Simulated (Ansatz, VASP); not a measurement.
**Ru in VASP and in Ansatz**

INCAR

```
PREC = Accurate ; ENCUT = 520
EDIFF = 1E-6 ; ISMEAR = 0
SIGMA = 0.015 ; LREAL = False
LASPH = True ; NELM = 100
ALGO = Normal ; ISIF = 2
LWAVE = False ; LCHARG = True
GGA = PE ; LELF = True
LVHAR = True ; NBANDS = 21
```

The input KPOINTS:

```
Automatic mesh
0
Gamma
  11 11 6
```

Contents of POSCAR:

```
Ru
1.0
    2.7058000000      0.0000000000      0.0000000000
   -1.3529000000      2.3432915376      0.0000000000
    0.0000000000      0.0000000000      4.2819000000
Ru
2
Direct
    0.6666666667      0.3333333333      0.7500000000
    0.3333333333      0.6666666667      0.2500000000
```

File input.yaml:

```yaml
crystal:
  lattice:
    - [2.7058, 0.0, 0.0]
    - [-1.3529, 2.3432915376, 0.0]
    - [0.0, 0.0, 4.2819]
  atoms:
    - { symbol: Ru, position: [0.6666666667, 0.3333333333, 0.75] }
    - { symbol: Ru, position: [0.3333333333, 0.6666666667, 0.25] }
hamiltonian:
  xc: pbe
  pseudopotentials: { kind: paw }
kpoints:
  mp_grid: { grid: [11, 11, 6] }
scf:
  occupations: { method: gaussian, width: 0.015 }
output:
  forces: true
  stress: true
  eigenvalues: true
```

Alike in both runs: task single point; functional PBE; k mesh 11 × 11 × 6; occupations gaussian, width 0.015 eV; no spin polarisation.

```csv
,VASP,Ansatz
version,VASP 6.6.1,Ansatz 0.2.0
potentials or method,"VASP PAW PBE potentials, release 64 (Ru_pv)",Ansatz PAW
plane-wave cutoff (eV),520,420
valence electrons in the cell,28,32
```

```csv
,VASP,Ansatz,Ansatz less VASP
gap on the k mesh at the Fermi level (eV),none,none,-
pressure (GPa),4.4,4.5,+0.08
"traceless stress, the component that is largest in VASP (GPa)",0.05,0.03,-0.024
```

A gap of «none» marks a metal or a gap that the smearing closes. With one functional, cell and mesh, what is left measures potentials, basis and numerics. VASP's potentials hold 28 valence electrons a cell and Ansatz's 32, so a difference there can come from the potentials and not from the codes.
